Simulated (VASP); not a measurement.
# MgCd3O4 (P4/mmm) in VASP: a series of runs, part 2 of 2

VASP 6.6.1. The steps go on from the part before.

## (4) Single point, PBE

Contents of INCAR:

```
ALGO = Normal
EDIFF = 1E-7
ENCUT = 520
GGA = PE
ISIF = 2
ISMEAR = 0
LASPH = True
LCHARG = True
LELF = True
LREAL = False
LVHAR = True
LWAVE = False
NBANDS = 41
NELM = 100
PREC = Accurate
SIGMA = 0.1
```

Contents of KPOINTS:

```
k-points
0
Gamma
  12 12 4
```

Contents of POSCAR:

```
MgCd3O4
1.0
    3.3076838000      0.0000000000      0.0000000000
    0.0000000000      3.3076838000      0.0000000000
    0.0000000000      0.0000000000      9.3304794000
Mg Cd O
1 3 4
Direct
    0.0000000000      0.0000000000      0.0000000000
    0.5000000000      0.5000000000      0.2433000000
    0.0000000000      0.0000000000      0.5000000000
    0.5000000000      0.5000000000      0.7567000000
    0.0000000000      0.0000000000      0.2322470000
    0.5000000000      0.5000000000      0.5000000000
    0.0000000000      0.0000000000      0.7677530000
    0.5000000000      0.5000000000      0.0000000000
```

Potentials or basis: VASP PAW PBE potentials, release 64 (Mg, Cd, O).

Command:

```console
> cat potpaw_PBE.64/Mg/POTCAR potpaw_PBE.64/Cd/POTCAR potpaw_PBE.64/O/POTCAR > POTCAR
> mpirun -np 1 vasp_std > vasp.out
```

OUTCAR:

```text
EDIFF = 1E-7
   ENCUT = 520
   GGA = PE
   ISIF = 2
   ISMEAR = 0
   LASPH = True
   LREAL = False
   NELM = 100
   PREC = Accurate

 ion  position               nearest neighbor table
   1  0.000  0.000  0.000-   5 2.17   7 2.17   8 2.34   8 2.34   8 2.34   8 2.34   4 3.26   4 3.26
                             2 3.26   4 3.26   2 3.26   2 3.26   4 3.26   2 3.26
   2  0.500  0.500  0.243-   8 2.27   5 2.34   5 2.34   5 2.34   5 2.34   6 2.40   1 3.26   1 3.26
                             1 3.26   1 3.26   3 3.35   3 3.35   3 3.35   3 3.35
   3  0.000  0.000  0.500-   6 2.34   6 2.34   6 2.34   6 2.34   7 2.50   5 2.50   4 3.35   4 3.35
                             2 3.35   4 3.35   2 3.35   2 3.35   4 3.35   2 3.35
   4  0.500  0.500  0.757-   8 2.27   7 2.34   7 2.34   7 2.34   7 2.34   6 2.40   1 3.26   1 3.26
                             1 3.26   1 3.26   3 3.35   3 3.35   3 3.35   3 3.35
   5  0.000  0.000  0.232-   1 2.17   2 2.34   2 2.34   2 2.34   2 2.34   3 2.50
   6  0.500  0.500  0.500-   3 2.34   3 2.34   3 2.34   3 2.34   4 2.40   2 2.40
   7  0.000  0.000  0.768-   1 2.17   4 2.34   4 2.34   4 2.34   4 2.34   3 2.50
   8  0.500  0.500  0.000-   2 2.27   4 2.27   1 2.34   1 2.34   1 2.34   1 2.34

  LATTYP: Found a simple tetragonal cell.
 ALAT       =     3.3076838000
 C/A-ratio  =     2.8208498648

  Lattice vectors:

 A1 = (   3.3076838000,   0.0000000000,   0.0000000000)
 A2 = (   0.0000000000,   3.3076838000,   0.0000000000)
 A3 = (   0.0000000000,   0.0000000000,   9.3304794000)

Analysis of symmetry for initial positions (statically):
=====================================================================
 Subroutine PRICEL returns:
 Original cell was already a primitive cell.

 Routine SETGRP: Setting up the symmetry group for a
 simple tetragonal supercell.

 Subroutine GETGRP returns: Found 16 space group operations
 (whereof 16 operations were pure point group operations)
 out of a pool of 16 trial point group operations.

The static configuration has the point symmetry D_4h.

Analysis of symmetry for dynamics (positions and initial velocities):
[... 145 lines left out ...]
  Fermi-wavevector in a.u.,A,eV,Ry     =   1.386399  2.619913 26.151770  1.922101
  Thomas-Fermi vector in A             =   2.510718
   LORBIT       =      0    0 simple, 1 ext, 2 COOP (PROOUT), +10 PAW based schemes
   GGA     = PE    functional components
   LHFCALC =     F    Hartree Fock is set to
   AEXX    =    0.0000 exact exchange contribution
   IVDW    =     0    specifies the selected vdW correction
   LEPSILON=     F    determine dielectric tensor
   LRPA    =     F    only Hartree local field effects (RPA)
 non-spin polarized calculation
 Gauss-broadening in eV      SIGMA  =   0.10
  energy-cutoff  :      520.00
  volume of cell :      102.08
 maximum number of plane-waves:      2784
 NGX is ok and might be reduce to    28
   NGX = 13   NGY = 13   NGZ = 35

 number of electron      62.0000036 magnetization

 Free energy of the ion-electron system (eV)
  ---------------------------------------------------
  ext. energy  EPLUGINS =         0.00000000
  ---------------------------------------------------
  free energy    TOTEN  =       -34.50811289 eV

  energy without entropy =      -34.50757864  energy(sigma->0) =      -34.50784577

 E-fermi :   2.3754     XC(G=0): -11.2690

 val. band max:        2.2995223430   @ k =   0.5000   0.0000   0.0000
 cond. band min:       2.5861751192   @ k =   0.0833   0.0000   0.0000
 fundamental gap:      0.2866527762
 Fermi energy:         2.3754445192

 k-point     1 :       0.0000    0.0000    0.0000
  band No.  band energies     occupation
      1     -15.3080      2.00000
      2     -14.8632      2.00000
      3     -14.7595      2.00000
      4     -14.1580      2.00000
      5      -5.2741      2.00000
      6      -4.8976      2.00000
[... 1045 lines left out ...]
     40      11.4389      0.00000
     41      11.9056      0.00000

 [... further k-points ...]
[... 5 lines left out ...]
  --------------------------------------------------------------------------------------
  -------------------------------------------------------------------------------------
  Total        0.6427395      0.6427395      0.5928369      0.0000000     -0.0000000      0.0000000
  in kB       10.0877338     10.0877338      9.3045174      0.0000000     -0.0000000      0.0000000
  external PRESSURE =       9.8266617 kB  Pullay stress =       0.0000000 kB

 VOLUME and BASIS-vectors are now :
 -----------------------------------------------------------------------------
  energy-cutoff  :      520.00
  volume of cell :      102.08
      direct lattice vectors                 reciprocal lattice vectors
     3.307683800  0.000000000  0.000000000     0.302326359  0.000000000  0.000000000
     0.000000000  3.307683800  0.000000000     0.000000000  0.302326359  0.000000000
     0.000000000  0.000000000  9.330479400     0.000000000  0.000000000  0.107175629

 POSITION                                       TOTAL-FORCE (eV/Angst)
 -----------------------------------------------------------------------------------
      0.00000      0.00000      0.00000        -0.000000     -0.000000     -0.000000
      1.65384      1.65384      2.27011         0.000000      0.000000      0.029976
      0.00000      0.00000      4.66524        -0.000000     -0.000000     -0.000000
      1.65384      1.65384      7.06037        -0.000000      0.000000     -0.029976
      0.00000      0.00000      2.16698        -0.000000     -0.000000     -0.038946
      1.65384      1.65384      4.66524        -0.000000     -0.000000     -0.000000
      0.00000      0.00000      7.16350        -0.000000     -0.000000      0.038946
      1.65384      1.65384      0.00000        -0.000000     -0.000000     -0.000000
 -----------------------------------------------------------------------------------
    total drift:                                0.000000      0.000000     -0.000000

  FREE ENERGIE OF THE ION-ELECTRON SYSTEM (eV)
  ---------------------------------------------------
  free  energy   TOTEN  =       -34.5081128932 eV

  energy  without entropy=      -34.5075786390  energy(sigma->0) =      -34.50784577
```

stdout:

```text
POSCAR found type information on POSCAR MgCdO
 POSCAR found :  3 types and       8 ions
 scaLAPACK will be used
 LDA part: xc-table for (Slater+PW92), standard interpolation
 POSCAR, INCAR and KPOINTS ok, starting setup
 FFT: planning ... GRIDC
 FFT: planning ... GRID_SOFT
 FFT: planning ... GRID
 WAVECAR not read
 entering main loop
```

It took 6.4 min on 1 thread of Intel Xeon 6975P-C, shared host; peak memory 0.43 GiB.

Results:

| Item | Value |
| --- | --- |
| Free energy | -34.5081 eV |
| Pressure | 1.0 GPa |
| Largest force | 0.039 eV/Å |
| Band gap on the k mesh | zero (band 31 reaches 2.30 eV, above the bottom of band 32 at 2.08 eV) |

Forces on the atoms (eV/Å):
```
Mg   0.000  0.000  0.000
Cd   0.000  0.000  0.030
Cd   0.000  0.000  0.000
Cd   0.000  0.000 -0.030
O    0.000  0.000 -0.039
O    0.000  0.000  0.000
O    0.000  0.000  0.039
O    0.000  0.000  0.000
```

## (5) Single point, PBE, collinear spin, ferromagnetic start

Contents of INCAR:

```
SYSTEM = MgCd3O4
PREC     = Accurate       ! precision mode
ENCUT    = 520            ! plane-wave cutoff, eV
EDIFF    = 1E-7           ! SCF threshold, eV
ISMEAR   = 0              ! smearing method
SIGMA    = 0.1            ! smearing width, eV
LREAL    = .False.        ! projectors in reciprocal space
LASPH    = .True.         ! aspherical terms in the spheres
NELM     = 150            ! most SCF steps
ALGO     = Normal         ! electronic algorithm
ISIF     = 2              ! what is computed and relaxed
LWAVE    = .False.        ! write WAVECAR
LCHARG   = .False.        ! write CHGCAR
ISPIN    = 2              ! spin polarisation
MAGMOM   = 0 0 0 0 1 1 1 1 ! initial moments
LORBIT   = 11             ! projections on sites
GGA      = PE             ! functional
NBANDS   = 45             ! bands
```

Contents of KPOINTS:

```
Automatic mesh
0
Gamma
  6 6 2
  0 0 0
```

POSCAR is that of step 4.

Command:

```console
> cat potpaw_PBE.64/Mg/POTCAR potpaw_PBE.64/Cd/POTCAR potpaw_PBE.64/O/POTCAR > POTCAR
> mpirun -np 1 vasp_std > vasp.out
```

Wall time 3.3 min (1 thread of Intel Xeon 6975P-C, shared host); peak memory 0.35 GiB.

It converged, with:

```
Free energy                                           : -34.5102 eV
Pressure                                              : 1.0 GPa
Largest force                                         : 0.057 eV/Å
Band gap on the k mesh                                : zero (filled and empty bands overlap)
Net moment                                            : 0.00 μB per cell
Valence electrons inside the program's atomic spheres : Mg 0.29; Cd 10.26, 10.22; O 4.95, 4.93, 4.96
```

Forces in eV/Å, atoms in the order of the input:
```
Mg   0.000  0.000  0.000
Cd   0.000  0.000  0.041
Cd   0.000  0.000  0.000
Cd   0.000  0.000 -0.041
O    0.000  0.000 -0.057
O    0.000  0.000  0.000
O    0.000  0.000  0.057
O    0.000  0.000  0.000
```

Stress tensor (GPa, compression positive):
```
1.10 0.00 0.00
0.00 1.10 0.00
0.00 0.00 0.90
```

Levels at points of the mesh, in eV from the Fermi level:
Spin up:
```
           k point  band 27  band 28  band 29  band 30  band 31  band 32  band 33  band 34  band 35  band 36
(0.00, 0.00, 0.00)    -1.90    -1.90    -1.47    -1.12    -1.12    -0.24     2.96     3.54     5.28     8.27
(0.50, 0.00, 0.00)    -1.07    -0.56    -0.20    -0.17    -0.04     4.03     4.35     5.01     5.79     7.00
(0.50, 0.50, 0.00)    -2.41    -2.31    -2.14    -2.14    -1.89     3.71     3.84     6.01     7.96     8.07
(0.00, 0.00, 0.50)    -2.10    -1.77    -1.77    -1.11    -1.11     1.02     1.73     3.89     5.51     7.99
(0.50, 0.00, 0.50)    -1.25    -0.81    -0.57    -0.20    -0.18     4.15     4.74     4.78     5.79     6.96
(0.50, 0.50, 0.50)    -2.44    -2.20    -2.16    -2.16    -1.95     3.86     4.74     4.76     7.42     8.04
```
Spin down:
| k point | band 29 | band 30 | band 31 | band 32 | band 33 | band 34 |
| --- | --- | --- | --- | --- | --- | --- |
| (0.00, 0.00, 0.00) | -1.47 | -1.12 | -1.12 | -0.24 | 2.96 | 3.54 |
| (0.50, 0.00, 0.00) | -0.20 | -0.17 | -0.04 | 4.03 | 4.35 | 5.01 |
| (0.50, 0.50, 0.00) | -2.14 | -2.14 | -1.89 | 3.71 | 3.84 | 6.01 |
| (0.00, 0.00, 0.50) | -1.77 | -1.11 | -1.11 | 1.02 | 1.73 | 3.89 |
| (0.50, 0.00, 0.50) | -0.57 | -0.20 | -0.18 | 4.15 | 4.74 | 4.78 |
| (0.50, 0.50, 0.50) | -2.16 | -2.16 | -1.95 | 3.86 | 4.74 | 4.76 |

## (6) Overview

```csv
spin,k mesh,smearing,gap on the mesh (eV),pressure (GPa),largest force (eV/Å)
off,6 × 6 × 4,gaussian 0.2 eV,none,1.0,0.05
off,6 × 6 × 2,gaussian 0.1 eV,none,1.0,0.06
off,12 × 12 × 4,gaussian 0.1 eV,none,1.0,0.04
"collinear, ferromagnetic start",6 × 6 × 2,gaussian 0.1 eV,none,1.0,0.06
```

Alike in all rows: task single point; level PBE; potentials or basis VASP PAW PBE potentials, release 64 (Mg, Cd, O); cell as given; cutoff (eV) 520.

Every run on the cell as given and a fine mesh finds a metal.

Absolute energies hang on the potentials; compare differences alone.
